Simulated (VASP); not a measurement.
Crystal: Cu.

```
Cu
1.0
     0.00000    1.80750    1.80750
     1.80750    0.00000    1.80750
     1.80750    1.80750    0.00000
Cu
1
Direct
  0.00000 0.00000 0.00000
```

* Program: VASP 6.6.1
* Task: relaxation of cell and atoms
* Functional: PBEsol
* Potentials or basis: VASP PAW PBE potentials, release 64 (Cu)
* Cutoff: 600 eV
* k mesh: 8 × 8 × 8
* Occupations: gaussian, width 0.05 eV
* Spin: no spin polarisation

At the start: pressure -4.9 GPa; volume 11.81 Å³/atom.

**Question.** Where does the relaxation end?

**Answer.** Over 3 steps the energy falls by 6.0 meV/atom and the volume is 11.43 Å³/atom (-3.2 %); space group Fm-3m (No. 225, to 0.1 Å) before and after.

Step by step:
| step | energy change (eV) | largest force (eV/Å) | pressure (GPa) | volume (Å³) |
| --- | --- | --- | --- | --- |
| 1 | 0.0000 | 0.0000 | -4.88 | 11.81 |
| 2 | -0.0038 | 0.0000 | 3.35 | 11.21 |
| 3 | -0.0060 | 0.0000 | 0.01 | 11.43 |

Final structure:
```
Cu
1.0
     0.00000    1.78781    1.78781
     1.78781    0.00000    1.78781
     1.78781    1.78781    0.00000
Cu
1
Cartesian
  0.0000 0.0000 0.0000
```

Caveat: the k points lie up to 0.38 Å⁻¹ apart in the final cell, too coarse for converged energies and pressures of a metal; the PAW data sets were made with another functional, which shifts forces and pressure a little.
